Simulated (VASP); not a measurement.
The system is Cd3In3O2.

```
Cd In O
1.0
     3.30000    0.00000    0.00000
    -1.65000    2.85788    0.00000
     0.00000    0.00000   16.80000
Cd In O
3 3 2
Direct
  0.33333 0.66667 0.19000
  0.66667 0.33333 0.81000
  0.00000 0.00000 0.50000
  0.00000 0.00000 0.00000
  0.33333 0.66667 0.65500
  0.66667 0.33333 0.34500
  0.33333 0.66667 0.06500
  0.66667 0.33333 0.93500
```

* Program: VASP 6.6.1
* Task: relaxation of cell and atoms
* Functional: PBE
* Potentials or basis: VASP PAW PBE potentials, release 64 (Cd, In_d, O)
* Cutoff: 600 eV
* k mesh: 6 × 6 × 1
* Occupations: gaussian, width 0.2 eV
* Spin: no spin polarisation

At the start: pressure 3.7 GPa; volume 19.81 Å³/atom.

Where does the relaxation end?

Over 7 steps the energy falls by 25.4 meV/atom and the volume is 20.65 Å³/atom (+4.3 %); space group P-3m1 (No. 164, to 0.1 Å) before and after.

Step by step:
```
step  energy change (eV)  largest force (eV/Å)  pressure (GPa)  volume (Å³)
   1              0.0000                1.4590            3.71       158.44
   2             -0.1495                0.4766           -1.36       169.15
   3             -0.1917                0.1484            0.06       165.34
   4             -0.1917                0.1668            0.12       165.20
   5             -0.1967                0.1535           -0.07       165.52
   6             -0.1998                0.1344           -0.36       166.03
   7             -0.2031                0.0542           -0.12       165.18
```

Final structure:
```
Cd In O
1.0
     3.33787    0.00000    0.00000
    -1.66894    2.89068    0.00000
     0.00000    0.00000   17.11985
Cd In O
3 3 2
Direct
  0.33333 0.66667 0.19451
  0.66667 0.33333 0.80549
  0.00000 0.00000 0.50000
  0.00000 0.00000 0.00000
  0.33333 0.66667 0.65602
  0.66667 0.33333 0.34398
  0.33333 0.66667 0.06412
  0.66667 0.33333 0.93588
```

Caveat: the k points lie up to 0.37 Å⁻¹ apart in the final cell, too coarse for converged energies and pressures of a metal; an odd number of electrons without spin polarisation forces a metal; a magnetic or distorted state may lie lower; the relaxation stopped at a loose force limit of 0.08 eV/Å, so its end isn't a converged minimum.
